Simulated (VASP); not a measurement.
# Re (Fd-3m) in VASP: notebook

The runs below take Re through single point, relaxation of cell and atoms, with PBEsol.

Everything below comes from runs of VASP 6.6.1. Logs are shortened: lines on timing, memory, paths and dates and some standing lists are left out, and cuts for length are marked.

## 1. The cell of the first run

The structure is cubic, space group Fd-3m (No. 227). The conventional cell has a = 5.135 Å, b = 5.135 Å, c = 5.135 Å, α = 90.00°, β = 90.00°, γ = 90.00°. Re (site symmetry -43m) has 4 Re at 2.22 Å within 2.9 Å.

This isn't the form of Re at room conditions, which is hcp.

## 2. Single point, PBEsol

Contents of INCAR:

```
SYSTEM = Re
  PREC = Accurate
  ENCUT = 520
  EDIFF = 1E-6
  ISMEAR = 0
  SIGMA = 0.1
  LREAL = .False.
  LASPH = .True.
  NELM = 80
  ALGO = Normal
  ISIF = 2
  LWAVE = .False.
  LCHARG = .False.
  GGA = PS
  NBANDS = 14
```

Contents of KPOINTS:

```
Automatic mesh
0
Gamma
  6 6 6
  0 0 0
```

Contents of POSCAR:

```
Re
1.0
    0.0000000000      2.5672739409      2.5672739409
    2.5672739409      0.0000000000      2.5672739409
    2.5672739409      2.5672739409      0.0000000000
Re
2
Direct
    0.5000000000      0.5000000000      0.5000000000
    0.7500000000      0.7500000000      0.7500000000
```

Potentials or basis: VASP PAW PBE potentials, release 64 (Re).

The run is started by

```bash
$ cat potpaw_PBE.64/Re/POTCAR > POTCAR
$ mpirun -np 1 vasp_std > vasp.out
```

OUTCAR:

```text
SYSTEM = Re
   PREC = Accurate
   ENCUT = 520
   EDIFF = 1E-6
   ISMEAR = 0
   LREAL = .False.
   LASPH = .True.
   NELM = 80
   ISIF = 2
   GGA = PS

 ion  position               nearest neighbor table
   1  0.500  0.500  0.500-   2 2.22   2 2.22   2 2.22   2 2.22
   2  0.750  0.750  0.750-   1 2.22   1 2.22   1 2.22   1 2.22

  LATTYP: Found a face centered cubic cell.
 ALAT       =     5.1345478818

  Lattice vectors:

 A1 = (   0.0000000000,   2.5672739409,   2.5672739409)
 A2 = (   2.5672739409,   0.0000000000,   2.5672739409)
 A3 = (   2.5672739409,   2.5672739409,   0.0000000000)

Analysis of symmetry for initial positions (statically):
=====================================================================
 Subroutine PRICEL returns:
 Original cell was already a primitive cell.

 Routine SETGRP: Setting up the symmetry group for a
 face centered cubic supercell.

 Subroutine GETGRP returns: Found 48 space group operations
 (whereof 24 operations were pure point group operations)
 out of a pool of 48 trial point group operations.

The static configuration has the point symmetry T_d .
 The point group associated with its full space group is O_h .

Analysis of symmetry for dynamics (positions and initial velocities):
=====================================================================
 Subroutine PRICEL returns:
 Original cell was already a primitive cell.

 Routine SETGRP: Setting up the symmetry group for a
 face centered cubic supercell.

 Subroutine GETGRP returns: Found 48 space group operations
 (whereof 24 operations were pure point group operations)
 out of a pool of 48 trial point group operations.

The dynamic configuration has the point symmetry T_d .
 The point group associated with its full space group is O_h .

 Subroutine INISYM returns: Found 48 space group operations
 (whereof 24 operations are pure point group operations),
 and found     1 'primitive' translations

----------------------------------------------------------------------------------------

                                     Primitive cell

  volume of cell :      33.8413

  direct lattice vectors                    reciprocal lattice vectors
     0.000000000  2.567273941  2.567273941    -0.194759115  0.194759115  0.194759115
     2.567273941  0.000000000  2.567273941     0.194759115 -0.194759115  0.194759115
     2.567273941  2.567273941  0.000000000     0.194759115  0.194759115 -0.194759115

  length of vectors
     3.630673626  3.630673626  3.630673626     0.337332682  0.337332682  0.337332682

  position of ions in fractional coordinates (direct lattice)
     0.500000000  0.500000000  0.500000000
     0.750000000  0.750000000  0.750000000

  ion indices of the primitive-cell ions
   primitive index   ion index
                 1           1
                 2           2

----------------------------------------------------------------------------------------

 KPOINTS: Automatic mesh

Automatic generation of k-mesh.
 Grid dimensions read from file:
 generate k-points for:    6    6    6

 Generating k-lattice:

  Cartesian coordinates                     Fractional coordinates (reciprocal lattice)
    -0.032459852  0.032459852  0.032459852     0.166666667  0.000000000  0.000000000
     0.032459852 -0.032459852  0.032459852     0.000000000  0.166666667  0.000000000
     0.032459852  0.032459852 -0.032459852     0.000000000  0.000000000  0.166666667

  Length of vectors
     0.056222114  0.056222114  0.056222114

  Shift w.r.t. Gamma in fractional coordinates (k-lattice)
     0.000000000  0.000000000  0.000000000

 Subroutine IBZKPT returns following result:
 ===========================================

 Found     16 irreducible k-points:

 Following reciprocal coordinates:
            Coordinates               Weight
  0.000000  0.000000  0.000000      1.000000
  0.166667  0.000000  0.000000      8.000000
  0.333333  0.000000  0.000000      8.000000
  0.500000  0.000000  0.000000      4.000000
  0.166667  0.166667  0.000000      6.000000
  0.333333  0.166667  0.000000     24.000000
[... 8 lines left out ...]
 -0.333333  0.333333  0.166667     24.000000
 -0.333333  0.500000  0.166667     12.000000
   k-points           NKPTS =     16   k-points in BZ     NKDIM =     16   number of bands    NBANDS=     14
   number of dos      NEDOS =    301   number of ions     NIONS =      2
   total plane-waves  NPLWV =  21952
   dimension x,y,z NGX =    28 NGY =   28 NGZ =   28
   dimension x,y,z NGXF=    56 NGYF=   56 NGZF=   56
   ions per type =               2
   NGX,Y,Z   is equivalent  to a cutoff of  12.82, 12.82, 12.82 a.u.
   NGXF,Y,Z  is equivalent  to a cutoff of  25.64, 25.64, 25.64 a.u.
 SYSTEM =  Re
   PREC   = accura    normal or accurate (medium, high low for compatibility)
   ISTART =      0    job   : 0-new  1-cont  2-samecut
   ICHARG =      2    charge: 1-file 2-atom 10-const
   ISPIN  =      1    spin polarized calculation?
   LNONCOLLINEAR =      F non collinear calculations
   LSORBIT =      F    spin-orbit coupling
   LASPH  =      T    aspherical Exc in radial PAW
   ENCUT  =  520.0 eV  38.22 Ry    6.18 a.u.   6.75  6.75  6.75*2*pi/ulx,y,z
   NELM   =     80;   NELMIN=  2; NELMDL= -5     # of ELM steps
   EDIFF  = 0.1E-05   stopping-criterion for ELM
   LREAL  =      F    real-space projection
   EDIFFG = 0.1E-04   stopping-criterion for IOM
   NSW    =      0    number of steps for IOM
   IBRION =     -1    ionic relax: 0-MD 1-quasi-New 2-CG
   NFREE  =      0    steps in history (QN), initial steepest desc. (CG)
   ISIF   =      2    stress and relaxation
   ISYM   =      2    0-nonsym 1-usesym 2-fastsym
   POTIM  = 0.5000    time-step for ionic-motion
   TEBEG  =    0.0;   TEEND  =   0.0 temperature during run
   PSTRESS=    0.0 pullay stress
   NELECT =      14.0000    total number of electrons
   NUPDOWN=      -1.0000    fix difference up-down
   EMIN   =  10.00;   EMAX   =-10.00  energy-range for DOS
   EFERMI =   0.00;   METHOD = LEGACY
   ISMEAR =     0;   SIGMA  =   0.10  broadening in eV -4-tet -1-fermi 0-gaus
   EFERMI_NEDOS =   21; number of points for ismear=-14 and -15
   IALGO  =     38    algorithm
   IMIX   =      4    mixing-type and parameters
     AMIX     =   0.40;   BMIX     =  1.00
     AMIX_MAG =   1.60;   BMIX_MAG =  1.00
  volume/ion in A,a.u.               =      16.92       114.19
  Fermi-wavevector in a.u.,A,eV,Ry     =   1.219837  2.305159 20.245516  1.488003
  Thomas-Fermi vector in A             =   2.355076
   LORBIT       =      0    0 simple, 1 ext, 2 COOP (PROOUT), +10 PAW based schemes
   GGA     = PS    functional components
   LHFCALC =     F    Hartree Fock is set to
   AEXX    =    0.0000 exact exchange contribution
   IVDW    =     0    specifies the selected vdW correction
   LEPSILON=     F    determine dielectric tensor
   LRPA    =     F    only Hartree local field effects (RPA)
 non-spin polarized calculation
 Gauss-broadening in eV      SIGMA  =   0.10
  energy-cutoff  :      520.00
  volume of cell :       33.84
 maximum number of plane-waves:       941
   NGX = 13   NGY = 13   NGZ = 13

 number of electron      14.0000000 magnetization

 Free energy of the ion-electron system (eV)
  ---------------------------------------------------
  ext. energy  EPLUGINS =         0.00000000
  ---------------------------------------------------
  free energy    TOTEN  =       -21.33423627 eV

  energy without entropy =      -21.32638924  energy(sigma->0) =      -21.33031276

 E-fermi :   6.1397     XC(G=0): -12.5815

 val. band max:        5.9077840291   @ k =   0.1667   0.0000   0.0000
 cond. band min:       6.1659804141   @ k =  -0.3333   0.3333   0.1667
 fundamental gap:      0.2581963850
 Fermi energy:         6.1396509670

 k-point     1 :       0.0000    0.0000    0.0000
  band No.  band energies     occupation
      1      -2.2677      2.00000
      2       1.4775      2.00000
      3       1.4775      2.00000
      4       3.1757      2.00000
      5       3.1757      2.00000
      6       3.1757      2.00000
      7       6.9374      0.00000
      8       6.9374      0.00000
      9       6.9374      0.00000
     10      12.0759      0.00000
     11      12.0759      0.00000
     12      18.0846      0.00000
     13      19.8868      0.00000
     14      19.8883      0.00000

 k-point     2 :       0.1667    0.0000    0.0000
  band No.  band energies     occupation
      1      -1.5973      2.00000
      2       1.2805      2.00000
      3       1.2805      2.00000
      4       3.0494      2.00000
      5       3.6251      2.00000
      6       3.6251      2.00000
      7       5.9078      1.99896
      8       6.8540      0.00000
      9       6.8540      0.00000
     10      11.9361      0.00000
     11      11.9361      0.00000
     12      17.3104      0.00000
     13      19.6359      0.00000
     14      20.2752      0.00000

 k-point     3 :       0.3333    0.0000    0.0000
  band No.  band energies     occupation
      1      -0.0291      2.00000
      2       1.4020      2.00000
      3       1.4020      2.00000
      4       2.6339      2.00000
      5       3.3968      2.00000
      6       3.3968      2.00000
      7       4.7847      2.00000
      8       7.6013      0.00000
      9       7.6013      0.00000
     10      11.3796      0.00000
     11      11.3796      0.00000
     12      14.2821      0.00000
     13      17.1745      0.00000
     14      20.4590      0.00000
[... 188 lines left out ...]
 k-point    15 :      -0.3333    0.3333    0.1667
  band No.  band energies     occupation
      1       0.2780      2.00000
      2       0.5765      2.00000
      3       2.4844      2.00000
      4       2.8210      2.00000
      5       3.9075      2.00000
      6       4.3790      2.00000
      7       6.1660      0.70963
      8       6.2828      0.04293
      9       8.6578      0.00000
     10      10.3821      0.00000
     11      11.5101      0.00000
     12      11.6053      0.00000
     13      13.9348      0.00000
     14      14.8195      0.00000

 k-point    16 :      -0.3333    0.5000    0.1667
  band No.  band energies     occupation
      1       0.2629      2.00000
      2       0.2629      2.00000
      3       2.9662      2.00000
      4       2.9662      2.00000
      5       4.7152      2.00000
      6       4.7152      2.00000
      7       5.3958      2.00000
      8       5.3958      2.00000
      9      11.1955      0.00000
     10      11.1955      0.00000
     11      11.5422      0.00000
     12      11.5422      0.00000
     13      11.9970      0.00000
     14      11.9970      0.00000

------------------------ aborting loop because EDIFF is reached ----------------------------------------

  FORCE on cell =-STRESS in cart. coord.  units (eV):
  Direction    XX          YY          ZZ          XY          YZ          ZX
  --------------------------------------------------------------------------------------
  -------------------------------------------------------------------------------------
  Total       16.1777669     16.1777669     16.1777669      0.0000000     -0.0000000     -0.0000000
  in kB      765.9184338    765.9184338    765.9184338      0.0000000     -0.0000000     -0.0000000
  external PRESSURE =     765.9184338 kB  Pullay stress =       0.0000000 kB

 VOLUME and BASIS-vectors are now :
 -----------------------------------------------------------------------------
  energy-cutoff  :      520.00
  volume of cell :       33.84
      direct lattice vectors                 reciprocal lattice vectors
     0.000000000  2.567273941  2.567273941    -0.194759115  0.194759115  0.194759115
     2.567273941  0.000000000  2.567273941     0.194759115 -0.194759115  0.194759115
     2.567273941  2.567273941  0.000000000     0.194759115  0.194759115 -0.194759115

 POSITION                                       TOTAL-FORCE (eV/Angst)
 -----------------------------------------------------------------------------------
      2.56727      2.56727      2.56727        -0.000000     -0.000000      0.000000
      3.85091      3.85091      3.85091         0.000000      0.000000     -0.000000
 -----------------------------------------------------------------------------------
    total drift:                                0.000000      0.000000     -0.000000

  FREE ENERGIE OF THE ION-ELECTRON SYSTEM (eV)
  ---------------------------------------------------
  free  energy   TOTEN  =       -21.3342362676 eV

  energy  without entropy=      -21.3263892433  energy(sigma->0) =      -21.33031276
```

Run time: 14 s. Hardware: 1 thread of Intel Xeon 8259CL, shared host; peak memory 0.15 GiB.

What came out:

```
Free energy            : -21.3342 eV
Pressure               : 76.6 GPa
Band gap on the k mesh : zero (bands 7 and 8 overlap by 1.54 eV)
```

Caveat: the cell stands under pressure; the PAW data sets were made with another functional, which shifts forces and pressure a little; spin-orbit coupling is left out, which moves the levels of the heavy elements.

## 3. Single point, PBEsol

This run uses another cell than the first one, of 21.89 Å³/atom.

Contents of INCAR:

```
PREC = Accurate
ENCUT = 520
EDIFF = 1E-6
ISMEAR = 0
SIGMA = 0.1
LREAL = False
LASPH = True
NELM = 60
ALGO = Fast
ISIF = 2
LWAVE = False
LCHARG = False
GGA = PS
NBANDS = 14
```

Contents of KPOINTS:

```
Automatic mesh
0
Gamma
  6 6 6
```

Contents of POSCAR:

```
Re
1.0
    0.0000000000      2.7974518906      2.7974518906
    2.7974518906      0.0000000000      2.7974518906
    2.7974518906      2.7974518906      0.0000000000
Re
2
Direct
    0.5000000000      0.5000000000      0.5000000000
    0.7500000000      0.7500000000      0.7500000000
```

Potentials or basis: VASP PAW PBE potentials, release 64 (Re).

The run is started by

```bash
$ cat potpaw_PBE.64/Re/POTCAR > POTCAR
$ mpirun -np 1 vasp_std > vasp.out
```

Wall time 26 s (1 thread of Intel Xeon 8259CL, shared host); peak memory 0.16 GiB.

Results (log left out):

```yaml
Free_energy: -23.1975 eV
Pressure: -1.7 GPa
Band_gap_on_the_k_mesh: zero (bands 7 and 8 overlap by 1.06 eV)
```

Levels at points of the mesh, in eV from the Fermi level:
| k point | band 4 | band 5 | band 6 | band 7 | band 8 | band 9 | band 10 | band 11 |
| --- | --- | --- | --- | --- | --- | --- | --- | --- |
| (0.00, 0.00, 0.00) | -2.29 | -2.29 | -2.29 | 0.66 | 0.66 | 0.66 | 4.26 | 4.26 |
| (0.50, 0.00, 0.00) | -2.80 | -2.53 | -2.53 | -0.91 | 1.77 | 1.77 | 3.38 | 3.38 |
| (0.50, 0.50, 0.00) | -2.46 | -1.93 | -1.93 | -0.01 | -0.01 | 3.77 | 3.77 | 4.71 |

Caveat: the PAW data sets were made with another functional, which shifts forces and pressure a little; spin-orbit coupling is left out, which moves the levels of the heavy elements.

## 4. Relaxation of cell and atoms, PBEsol

Contents of INCAR:

```
SYSTEM = Re
PREC = Accurate
ENCUT = 600
EDIFF = 1E-6
ISMEAR = 0
SIGMA = 0.1
LREAL = .FALSE.
LASPH = .TRUE.
NELM = 60
ALGO = Normal
ISIF = 3
LWAVE = .FALSE.
LCHARG = .FALSE.
GGA = PS
IBRION = 2
NSW = 90
EDIFFG = -0.04
```

Contents of KPOINTS:

```
Automatic mesh
0
G
  6 6 6
  0 0 0
```

Contents of POSCAR:

```
Re
1.0
    0.0000000000      2.5672739409      2.5672739409
    2.5672739409      0.0000000000      2.5672739409
    2.5672739409      2.5672739409      0.0000000000
Re
2
Direct
    0.5000000000      0.5000000000      0.5000000000
    0.7500000000      0.7500000000      0.7500000000
```

The run is started by

```bash
$ cat potpaw_PBE.64/Re/POTCAR > POTCAR
$ mpirun -np 1 vasp_std > vasp.out
```

It took 94 s on 1 thread of Intel Xeon 8259CL, shared host; peak memory 0.17 GiB.

It converged, with:

| Quantity | Value |
| --- | --- |
| Free energy | -23.1966 eV |
| Relaxed volume | 21.67 Å³/atom |
| Relaxed cell | a = 3.943 Å, b = 3.943 Å, c = 3.943 Å, α = 60.00°, β = 60.00°, γ = 60.00° |
| Space group after relaxing (to 0.1 Å) | Fd-3m (No. 227) |
| Pressure after relaxing | 0.2 GPa |
| Band gap on the k mesh | zero (bands 7 and 8 overlap by 1.07 eV) |

Final structure:
```xyz
2
Lattice="0.0000 2.7880 2.7880 2.7880 0.0000 2.7880 2.7880 2.7880 0.0000" Properties=species:S:1:pos:R:3 pbc="T T T"
Re    2.7880    2.7880    2.7880
Re    4.1820    4.1820    4.1820
```

Levels at points of the mesh, in eV from the Fermi level:
| k point | band 4 | band 5 | band 6 | band 7 | band 8 | band 9 | band 10 | band 11 |
| --- | --- | --- | --- | --- | --- | --- | --- | --- |
| (0.00, 0.00, 0.00) | -2.31 | -2.31 | -2.31 | 0.67 | 0.67 | 0.67 | 4.32 | 4.32 |
| (0.50, 0.00, 0.00) | -2.85 | -2.56 | -2.56 | -0.91 | 1.80 | 1.80 | 3.42 | 3.42 |
| (0.50, 0.50, 0.00) | -2.49 | -1.93 | -1.93 | -0.02 | -0.02 | 3.82 | 3.82 | 4.80 |

Caveat: the volume moved by over 15 % at a fixed basis, so the end points are rough; the PAW data sets were made with another functional, which shifts forces and pressure a little; spin-orbit coupling is left out, which moves the levels of the heavy elements.

## 5. Single point, PBEsol

This run uses another cell than the first one, of 21.88 Å³/atom.

Contents of INCAR:

```
PREC     = Accurate       # precision mode
ENCUT    = 520            # plane-wave cutoff, eV
EDIFF    = 1E-6           # SCF threshold, eV
ISMEAR   = 0              # smearing method
SIGMA    = 0.1            # smearing width, eV
LREAL    = F              # projectors in reciprocal space
LASPH    = T              # aspherical terms in the spheres
NELM     = 100            # most SCF steps
ALGO     = Normal         # electronic algorithm
ISIF     = 2              # what is computed and relaxed
LWAVE    = F              # write WAVECAR
LCHARG   = F              # write CHGCAR
GGA      = PS             # functional
NBANDS   = 14             # bands
```

Contents of KPOINTS:

```
Automatic mesh
0
Gamma
  18 18 18
```

Contents of POSCAR:

```
Re
1.0
    0.0000000000      2.7969447079      2.7969447079
    2.7969447079      0.0000000000      2.7969447079
    2.7969447079      2.7969447079      0.0000000000
Re
2
Direct
    0.0000000000      0.0000000000      0.0000000000
    0.2500000000      0.2500000000      0.2500000000
```

The run is started by

```bash
$ cat potpaw_PBE.64/Re/POTCAR > POTCAR
$ mpirun -np 1 vasp_std > vasp.out
```

It took 3.8 min on 1 thread of Intel Xeon 8259CL, shared host; peak memory 0.25 GiB.

It converged, with:

* Free energy: -23.2379 eV
* Pressure: -1.7 GPa
* Band gap on the k mesh: zero (bands 7 and 8 overlap by 1.34 eV)

Levels at points of the mesh, in eV from the Fermi level:
| k point | band 4 | band 5 | band 6 | band 7 | band 8 | band 9 | band 10 | band 11 |
| --- | --- | --- | --- | --- | --- | --- | --- | --- |
| (0.00, 0.00, 0.00) | -2.29 | -2.29 | -2.29 | 0.66 | 0.66 | 0.66 | 4.27 | 4.27 |
| (0.50, 0.00, 0.00) | -2.80 | -2.52 | -2.52 | -0.91 | 1.78 | 1.78 | 3.39 | 3.39 |
| (0.50, 0.50, 0.00) | -2.45 | -1.93 | -1.93 | -0.01 | -0.01 | 3.78 | 3.78 | 4.70 |

Caveat: the PAW data sets were made with another functional, which shifts forces and pressure a little; spin-orbit coupling is left out, which moves the levels of the heavy elements.

(Part 1 of 2 ends here.)
